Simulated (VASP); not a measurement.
Write the native input for VASP 6.6.1 that does the following.

- Task: single point
- Functional: r2SCAN
- Potentials or basis: VASP PAW PBE potentials, release 64 (Ge_d)
- Cutoff: 520 eV
- k mesh: 8 × 8 × 8
- Occupations: fermi-dirac, width 0.05 eV
- Spin: no spin polarisation
- Dipole correction: no
- Further INCAR settings: ALGO = Normal; EDIFF = 1e-07; NBANDS = 21

The system is Ge.

```
Ge
1.0
     0.00000    2.77993    2.77993
     2.77993    0.00000    2.77993
     2.77993    2.77993    0.00000
Ge
2
Direct
  0.00000 0.00000 0.00000
  0.25000 0.25000 0.25000
```

The input as run:

POSCAR

```
Ge
1.0
    0.0000000000      2.7799279892      2.7799279892
    2.7799279892      0.0000000000      2.7799279892
    2.7799279892      2.7799279892      0.0000000000
Ge
2
Direct
    0.0000000000      0.0000000000      0.0000000000
    0.2500000000      0.2500000000      0.2500000000
```

INCAR.step1

```
SYSTEM = Ge
PREC = Accurate
ENCUT = 520
ISMEAR = -1
SIGMA = 0.05
LREAL = .False.
LASPH = .True.
NELM = 80
NBANDS = 21
GGA = PE
ALGO = Normal
EDIFF = 1E-4
LWAVE = .True.
LCHARG = .False.
```

INCAR.step2

```
SYSTEM = Ge
PREC = Accurate
ENCUT = 520
EDIFF = 1E-7
ISMEAR = -1
SIGMA = 0.05
LREAL = .False.
LASPH = .True.
NELM = 80
ALGO = Normal
ISIF = 2
LWAVE = .False.
LCHARG = .False.
METAGGA = R2SCAN
LMIXTAU = .True.
NBANDS = 21
ISTART = 1
```

KPOINTS

```
regular mesh
0
Gamma
  8 8 8
  0 0 0
```

Potentials or basis: VASP PAW PBE potentials, release 64 (Ge_d).

The run is started by

```bash
$ cat potpaw_PBE.64/Ge_d/POTCAR > POTCAR
$ cp INCAR.step1 INCAR
$ mpirun -np 1 vasp_std > vasp.out
$ cp INCAR.step2 INCAR
$ mpirun -np 1 vasp_std > vasp.out
```

It gave:

The pressure is 5.1 GPa. The band gap on the k mesh is 0.62 eV, indirect (least direct gap 0.92 eV).

Caveat: the PAW data sets were made with another functional, which shifts forces and pressure a little.

It took 93 s on 1 thread of Intel(R) Xeon(R) Platinum 8488C (Sapphire Rapids), on a shared host, peak memory 0.18 GiB.
